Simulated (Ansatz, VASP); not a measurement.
# C in VASP and in Ansatz

```
CELL_PARAMETERS angstrom
1.28384 -0.00067 -0.00053
0.40101 8.52640 -0.00062
0.22541 4.23117 7.37425
ATOMIC_POSITIONS crystal
C 0.15337 0.05064 0.02685
C 0.28688 0.44888 0.47222
C 0.48090 0.66822 0.02904
C 0.07885 0.83226 0.47189
```

Change from the starting cell: the structure that the rattled trigonal selenium type (P3_121, No. 152) fell into.

Alike in both runs: functional PBE; k mesh 20 × 4 × 4; occupations gaussian, width 0.02 eV; no spin polarisation.

Ansatz relaxed the structure, and its values are those at the end. VASP's run is a single point on that final structure, the one shown.

```csv
,VASP,Ansatz
version,VASP 6.6.1,Ansatz 0.2.0
potentials or method,"VASP PAW PBE potentials, release 64 (C), cutoff 520 eV","scalar-relativistic, plane waves, PAW"
valence electrons in the cell,16,16
```

```tsv
	VASP	Ansatz	Ansatz less VASP
pressure (GPa)	-0.1	0.0	+0.11
```
